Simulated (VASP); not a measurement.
A run of VASP 6.6.1 is set up as follows.

INCAR

```
  PREC = Accurate
  ENCUT = 560
  EDIFF = 1E-6
  ISMEAR = -1
  SIGMA = 0.05
  LREAL = False
  LASPH = True
  NELM = 120
  ALGO = Normal
  ISIF = 2
  LWAVE = False
  LCHARG = False
  GGA = PS
  NBANDS = 24
  GGA_COMPAT = False
```

The input KPOINTS:

```
regular mesh
0
Gamma
  13 13 7
```

Contents of POSCAR:

```
Ir
1.0
    2.7448628762      0.0000000000      0.0000000000
   -1.3724314381      2.3771209807      0.0000000000
    0.0000000000      0.0000000000      4.4466778595
Ir
2
Direct
    0.2533333333      0.6266666667      0.1900000000
    0.7466666667      0.3733333333      0.8100000000
```

Potentials or basis: VASP PAW PBE potentials, release 64 (Ir_sv_GW).

Run with:

```sh
$ cat potpaw_PBE.64/Ir_sv_GW/POTCAR > POTCAR
$ mpirun -np 1 vasp_std > vasp.out
```

Problem. Predict the pressure.

Solution. 64.4 GPa.

Problem. Predict the largest force.

Solution. 15.789 eV/Å.

Problem. Estimate the band gap on the k mesh.

Solution. Zero (bands 17 and 18 overlap by 2.21 eV).

Stress tensor (GPa, compression positive):
```
 61.11  29.70  52.44
 29.70  26.82  30.27
 52.44  30.27 105.16
```

Caveat: the cell differs from its parent crystal (shortest bond scaled by 0.76); the stress differs along the axes, from 27 to 105 GPa; the PAW data sets were made with another functional, which shifts forces and pressure a little; spin-orbit coupling is left out, which moves the levels of the heavy elements.
